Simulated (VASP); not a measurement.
# Be (P6_3/mmc) in VASP: a series of runs

Be is run at these levels: PBEsol; tasks: single point, relaxation of cell and atoms.

All numbers are computed with VASP 6.6.1; they aren't measurements. Logs are shortened: lines on timing, memory, paths and dates and some standing lists are left out, and cuts for length are marked.

## Step 1: The cell of the first run

The structure is hexagonal, space group P6_3/mmc (No. 194). Conventional cell: a = 2.258 Å, b = 2.258 Å, c = 3.550 Å, α = 90.00°, β = 90.00°, γ = 120.00°. Within 2.9 Å of Be (site symmetry -6m2) lie 12 Be at 2.20 to 2.26 Å.

## Step 2: Single point, PBEsol

Input file INCAR:

```
SYSTEM = Be
ALGO = Normal
EDIFF = 1E-7
ENCUT = 520
GGA = PS
ISIF = 2
ISMEAR = -1
LASPH = .TRUE.
LCHARG = .FALSE.
LREAL = .FALSE.
LWAVE = .FALSE.
NBANDS = 9
NELM = 60
PREC = Accurate
SIGMA = 0.05
```

Input file KPOINTS:

```
k-points
0
G
  16 16 10
  0 0 0
```

Input file POSCAR:

```
Be
1.0
    2.2580817087      0.0000000000      0.0000000000
   -1.1290408543      1.9555561235      0.0000000000
    0.0000000000      0.0000000000      3.5502758113
Be
2
Direct
    0.3333333333      0.6666666667      0.2500000000
    0.6666666667      0.3333333333      0.7500000000
```

Potentials or basis: VASP PAW PBE potentials, release 64 (Be).

On the command line:

```bash
$ cat potpaw_PBE.64/Be/POTCAR > POTCAR
$ mpirun -np 1 vasp_std > vasp.out
```

OUTCAR:

```text
SYSTEM = Be
   EDIFF = 1E-7
   ENCUT = 520
   GGA = PS
   ISIF = 2
   ISMEAR = -1
   LASPH = .TRUE.
   LREAL = .FALSE.
   NELM = 60
   PREC = Accurate

 ion  position               nearest neighbor table
   1  0.333  0.667  0.250-   2 2.20   2 2.20   2 2.20   2 2.20   2 2.20   2 2.20
   2  0.667  0.333  0.750-   1 2.20   1 2.20   1 2.20   1 2.20   1 2.20   1 2.20

  LATTYP: Found a hexagonal cell.
 ALAT       =     2.2580817087
 C/A-ratio  =     1.5722530312

  Lattice vectors:

 A1 = (   2.2580817087,   0.0000000000,   0.0000000000)
 A2 = (  -1.1290408543,   1.9555561235,   0.0000000000)
 A3 = (   0.0000000000,   0.0000000000,   3.5502758113)

Analysis of symmetry for initial positions (statically):
=====================================================================
 Subroutine PRICEL returns:
 Original cell was already a primitive cell.

 Routine SETGRP: Setting up the symmetry group for a
 hexagonal supercell.

 Subroutine GETGRP returns: Found 24 space group operations
 (whereof 12 operations were pure point group operations)
 out of a pool of 24 trial point group operations.

The static configuration has the point symmetry D_3d.
 The point group associated with its full space group is D_6h.

Analysis of symmetry for dynamics (positions and initial velocities):
=====================================================================
 Subroutine PRICEL returns:
 Original cell was already a primitive cell.

 Routine SETGRP: Setting up the symmetry group for a
 hexagonal supercell.

 Subroutine GETGRP returns: Found 24 space group operations
 (whereof 12 operations were pure point group operations)
 out of a pool of 24 trial point group operations.

The dynamic configuration has the point symmetry D_3d.
 The point group associated with its full space group is D_6h.

 Subroutine INISYM returns: Found 24 space group operations
 (whereof 12 operations are pure point group operations),
 and found     1 'primitive' translations

----------------------------------------------------------------------------------------

                                     Primitive cell

  volume of cell :      15.6773

  direct lattice vectors                    reciprocal lattice vectors
     2.258081709  0.000000000  0.000000000     0.442853771  0.255681744  0.000000000
    -1.129040854  1.955556124  0.000000000     0.000000000  0.511363488  0.000000000
     0.000000000  0.000000000  3.550275811     0.000000000  0.000000000  0.281668257

  length of vectors
     2.258081709  2.258081709  3.550275811     0.511363488  0.511363488  0.281668257

  position of ions in fractional coordinates (direct lattice)
     0.333333333  0.666666667  0.250000000
     0.666666667  0.333333333  0.750000000

  ion indices of the primitive-cell ions
   primitive index   ion index
                 1           1
                 2           2

----------------------------------------------------------------------------------------

 KPOINTS: k-points

Automatic generation of k-mesh.
 Grid dimensions read from file:
 generate k-points for:   16   16   10

 Generating k-lattice:

  Cartesian coordinates                     Fractional coordinates (reciprocal lattice)
     0.027678361  0.015980109  0.000000000     0.062500000  0.000000000  0.000000000
     0.000000000  0.031960218  0.000000000     0.000000000  0.062500000  0.000000000
     0.000000000  0.000000000  0.028166826     0.000000000  0.000000000  0.100000000

  Length of vectors
     0.031960218  0.031960218  0.028166826

  Shift w.r.t. Gamma in fractional coordinates (k-lattice)
     0.000000000  0.000000000  0.000000000

 Subroutine IBZKPT returns following result:
 ===========================================

 Found    180 irreducible k-points:

 Following reciprocal coordinates:
            Coordinates               Weight
  0.000000  0.000000  0.000000      1.000000
  0.062500 -0.000000  0.000000      6.000000
  0.125000 -0.000000  0.000000      6.000000
  0.187500  0.000000  0.000000      6.000000
  0.250000 -0.000000  0.000000      6.000000
  0.312500 -0.000000  0.000000      6.000000
[... 16 lines left out ...]
  0.187500  0.187500  0.000000      6.000000
  0.250000  0.187500  0.000000     12.000000
 [... further k-points ...]
   k-points           NKPTS =    180   k-points in BZ     NKDIM =    180   number of bands    NBANDS=      9
   number of dos      NEDOS =    301   number of ions     NIONS =      2
   total plane-waves  NPLWV =   9072
   dimension x,y,z NGX =    18 NGY =   18 NGZ =   28
   dimension x,y,z NGXF=    36 NGYF=   36 NGZF=   56
   ions per type =               2
   NGX,Y,Z   is equivalent  to a cutoff of  13.25, 13.25, 13.11 a.u.
   NGXF,Y,Z  is equivalent  to a cutoff of  26.50, 26.50, 26.22 a.u.
 SYSTEM =  Be
   PREC   = accura    normal or accurate (medium, high low for compatibility)
   ISTART =      0    job   : 0-new  1-cont  2-samecut
   ICHARG =      2    charge: 1-file 2-atom 10-const
   ISPIN  =      1    spin polarized calculation?
   LNONCOLLINEAR =      F non collinear calculations
   LSORBIT =      F    spin-orbit coupling
   LASPH  =      T    aspherical Exc in radial PAW
   ENCUT  =  520.0 eV  38.22 Ry    6.18 a.u.   4.20  4.20  6.60*2*pi/ulx,y,z
   NELM   =     60;   NELMIN=  2; NELMDL= -5     # of ELM steps
   EDIFF  = 0.1E-06   stopping-criterion for ELM
   LREAL  =      F    real-space projection
   EDIFFG = 0.1E-05   stopping-criterion for IOM
   NSW    =      0    number of steps for IOM
   IBRION =     -1    ionic relax: 0-MD 1-quasi-New 2-CG
   NFREE  =      0    steps in history (QN), initial steepest desc. (CG)
   ISIF   =      2    stress and relaxation
   ISYM   =      2    0-nonsym 1-usesym 2-fastsym
   POTIM  = 0.5000    time-step for ionic-motion
   TEBEG  =    0.0;   TEEND  =   0.0 temperature during run
   PSTRESS=    0.0 pullay stress
   NELECT =       4.0000    total number of electrons
   NUPDOWN=      -1.0000    fix difference up-down
   EMIN   =  10.00;   EMAX   =-10.00  energy-range for DOS
   EFERMI =   0.00;   METHOD = LEGACY
   ISMEAR =    -1;   SIGMA  =   0.05  broadening in eV -4-tet -1-fermi 0-gaus
   EFERMI_NEDOS =   21; number of points for ismear=-14 and -15
   IALGO  =     38    algorithm
   IMIX   =      4    mixing-type and parameters
     AMIX     =   0.40;   BMIX     =  1.00
     AMIX_MAG =   1.60;   BMIX_MAG =  1.00
  volume/ion in A,a.u.               =       7.84        52.90
  Fermi-wavevector in a.u.,A,eV,Ry     =   1.038335  1.962169 14.668979  1.078140
  Thomas-Fermi vector in A             =   2.172814
   LORBIT       =      0    0 simple, 1 ext, 2 COOP (PROOUT), +10 PAW based schemes
   GGA     = PS    functional components
   LHFCALC =     F    Hartree Fock is set to
   AEXX    =    0.0000 exact exchange contribution
   IVDW    =     0    specifies the selected vdW correction
   LEPSILON=     F    determine dielectric tensor
   LRPA    =     F    only Hartree local field effects (RPA)
 non-spin polarized calculation
  energy-cutoff  :      520.00
  volume of cell :       15.68
 maximum number of plane-waves:       446
 NGX is ok and might be reduce to    18
   NGX =  9   NGY =  9   NGZ = 13

 number of electron       4.0000000 magnetization

 Free energy of the ion-electron system (eV)
  ---------------------------------------------------
  ext. energy  EPLUGINS =         0.00000000
  ---------------------------------------------------
  free energy    TOTEN  =        -8.00142104 eV

  energy without entropy =       -8.00053976  energy(sigma->0) =       -8.00098040

 E-fermi :   7.0259     XC(G=0): -10.6362

 val. band max:        6.7121850476   @ k =   0.3125   0.1875   0.0000
 cond. band min:       7.0342985533   @ k =   0.3125   0.1250   0.0000
 fundamental gap:      0.3221135057
 Fermi energy:         7.0259317860

 k-point     1 :       0.0000    0.0000    0.0000
  band No.  band energies     occupation
      1      -4.3049      2.00000
      2       2.6093      2.00000
      3       8.2671      0.00000
      4      23.1562      0.00000
      5      23.1562      0.00000
      6      26.0276      0.00000
      7      26.0276      0.00000
      8      28.1957      0.00000
      9      34.3071      0.00000

 k-point     2 :       0.0625   -0.0000    0.0000
  band No.  band energies     occupation
      1      -4.1927      2.00000
      2       2.7573      2.00000
      3       8.2984      0.00000
      4      22.2287      0.00000
      5      22.4651      0.00000
      6      26.0411      0.00000
      7      26.3883      0.00000
      8      27.9775      0.00000
      9      32.6029      0.00000

 k-point     3 :       0.1250   -0.0000    0.0000
  band No.  band energies     occupation
      1      -3.8557      2.00000
      2       3.2008      2.00000
      3       8.3819      0.00000
      4      20.0655      0.00000
      5      21.1610      0.00000
      6      25.9623      0.00000
      7      26.6430      0.00000
      8      27.1880      0.00000
      9      30.1392      0.00000

 k-point     4 :       0.1875    0.0000    0.0000
  band No.  band energies     occupation
      1      -3.2937      2.00000
      2       3.9378      2.00000
      3       8.4719      0.00000
      4      17.5465      0.00000
      5      19.8424      0.00000
      6      25.4320      0.00000
      7      25.5409      0.00000
      8      26.3458      0.00000
      9      27.9396      0.00000
[... 205 lines left out ...]
 k-point    22 :       0.4375    0.1250    0.0000
  band No.  band energies     occupation
      1       2.4440      2.00000
      2       4.2656      2.00000
      3      11.1688      0.00000
      4      12.5127      0.00000
      5      13.9154      0.00000
      6      13.9285      0.00000
      7      19.7962      0.00000
      8      23.3223      0.00000
      9      25.3195      0.00000

 k-point    23 :       0.1875    0.1875    0.0000
  band No.  band energies     occupation
      1      -1.2607      2.00000
      2       6.5639      1.99981
      3       8.5460      0.00000
      4      12.6209      0.00000
      5      15.6567      0.00000
      6      21.1556      0.00000
      7      23.0835      0.00000
      8      23.6943      0.00000
      9      26.0424      0.00000

 k-point    24 :       0.2500    0.1875    0.0000
  band No.  band energies     occupation
      1      -0.1315      2.00000
      2       7.9939      0.00000
      3       8.0972      0.00000
      4      10.9529      0.00000
      5      14.8173      0.00000
      6      19.0669      0.00000
      7      21.9653      0.00000
      8      23.0990      0.00000
      9      24.2451      0.00000

 [... further k-points ...]

------------------------ aborting loop because EDIFF is reached ----------------------------------------

  FORCE on cell =-STRESS in cart. coord.  units (eV):
  Direction    XX          YY          ZZ          XY          YZ          ZX
  --------------------------------------------------------------------------------------
  -------------------------------------------------------------------------------------
  Total        0.0339443      0.0339443      0.0404898      0.0000000     -0.0000000      0.0000000
  in kB        3.4690083      3.4690083      4.1379447      0.0000000     -0.0000000      0.0000000
  external PRESSURE =       3.6919871 kB  Pullay stress =       0.0000000 kB

 VOLUME and BASIS-vectors are now :
 -----------------------------------------------------------------------------
  energy-cutoff  :      520.00
  volume of cell :       15.68
      direct lattice vectors                 reciprocal lattice vectors
     2.258081709  0.000000000  0.000000000     0.442853771  0.255681744  0.000000000
    -1.129040854  1.955556124  0.000000000     0.000000000  0.511363488  0.000000000
     0.000000000  0.000000000  3.550275811     0.000000000  0.000000000  0.281668257

 POSITION                                       TOTAL-FORCE (eV/Angst)
 -----------------------------------------------------------------------------------
     -0.00000      1.30370      0.88757         0.000000      0.000000      0.000000
      1.12904      0.65185      2.66271        -0.000000     -0.000000      0.000000
 -----------------------------------------------------------------------------------
    total drift:                                0.000000     -0.000000      0.000000

  FREE ENERGIE OF THE ION-ELECTRON SYSTEM (eV)
  ---------------------------------------------------
  free  energy   TOTEN  =        -8.0014210386 eV

  energy  without entropy=       -8.0005397624  energy(sigma->0) =       -8.00098040
```

It took 11 s on 1 thread of Intel Xeon 6975P-C, shared host; peak memory 0.13 GiB.

What came out:

* Free energy: -8.0014 eV
* Pressure: 0.4 GPa
* Band gap on the k mesh: zero (band 2 reaches 7.99 eV, above the bottom of band 3 at 6.36 eV)

Levels at points of the mesh, in eV from the Fermi level:
```
           k point  band 1  band 2  band 3  band 4  band 5  band 6  band 7
(0.00, 0.00, 0.00)  -11.33   -4.42    1.24   16.13   16.13   19.00   19.00
(0.50, 0.00, 0.00)   -5.00   -3.09    3.71    6.58    6.88    9.49   10.27
(0.00, 0.00, 0.50)   -9.16   -9.16   10.89   10.89   17.80   17.80   17.80
(0.50, 0.00, 0.50)   -3.61   -3.61    1.66    1.66   12.13   12.13   15.59
```

Caveat: the PAW data sets were made with another functional, which shifts forces and pressure a little.

## Step 3: Relaxation of cell and atoms, PBEsol

This run uses another cell than the first one, of 8.11 Å³/atom, 1.034 times its volume.

Input file INCAR:

```
SYSTEM = Be
PREC = Accurate
ENCUT = 600
EDIFF = 1E-6
ISMEAR = -1
SIGMA = 0.05
LREAL = .False.
LASPH = .True.
NELM = 100
ALGO = Normal
ISIF = 3
LWAVE = .False.
LCHARG = .False.
GGA = PS
IBRION = 2
NSW = 100
EDIFFG = -0.002
```

Input file KPOINTS:

```
regular mesh
0
Gamma
  16 16 10
  0 0 0
```

Input file POSCAR:

```
Be
1.0
    2.2853000000      0.0000000000      0.0000000000
   -1.1426500000      1.9791278553      0.0000000000
    0.0000000000      0.0000000000      3.5842000000
Be
2
Direct
    0.3333333333      0.6666666667      0.2500000000
    0.6666666667      0.3333333333      0.7500000000
```

Potentials or basis: VASP PAW PBE potentials, release 64 (Be).

On the command line:

```bash
$ cat potpaw_PBE.64/Be/POTCAR > POTCAR
$ mpirun -np 1 vasp_std > vasp.out
```

It took 21 s on 1 thread of Intel Xeon 6975P-C, shared host; peak memory 0.14 GiB.

Results (log left out):

```
Free energy                            : -8.0015 eV
Relaxed volume                         : 7.86 Å³/atom
Relaxed cell                           : a = 2.260 Å, b = 2.260 Å, c = 3.554 Å, α = 90.00°, β = 90.00°, γ = 120.00°
Space group after relaxing (to 0.05 Å) : P6_3/mmc (No. 194)
Energy gained by relaxing              : 2.8 meV/atom
Ionic steps                            : 8
Pressure after relaxing                : 0.0 GPa
Band gap on the k mesh                 : zero (band 2 reaches 7.97 eV, above the bottom of band 3 at 6.34 eV)
```

Step by step:
```tsv
step	energy change (eV)	largest force (eV/Å)	pressure (GPa)	volume (Å³)
1	0.0000	0.0000	-3.58	16.21
2	-0.0055	0.0000	-0.51	15.79
3	-0.0056	0.0000	0.00	15.72
4	-0.0056	0.0000	0.08	15.72
5	-0.0056	0.0000	0.06	15.71
6	-0.0056	0.0000	0.06	15.71
7	-0.0056	0.0000	0.07	15.71
8	-0.0056	0.0000	0.00	15.72
```

Final structure:
```
CELL_PARAMETERS angstrom
2.26019 0.00000 0.00000
-1.13010 1.95738 0.00000
0.00000 0.00000 3.55381
ATOMIC_POSITIONS crystal
Be 0.33333 0.66667 0.25000
Be 0.66667 0.33333 0.75000
```

Levels at points of the mesh, in eV from the Fermi level:
```csv
k point,band 1,band 2,band 3,band 4,band 5,band 6
"(0.00, 0.00, 0.00)",-11.32,-4.41,1.23,16.09,16.09,18.96
"(0.50, 0.00, 0.00)",-5.00,-3.08,3.70,6.57,6.86,9.47
"(0.00, 0.00, 0.50)",-9.15,-9.15,10.86,10.86,17.76,17.76
"(0.50, 0.00, 0.50)",-3.60,-3.60,1.65,1.65,12.10,12.10
```

Caveat: the PAW data sets were made with another functional, which shifts forces and pressure a little.
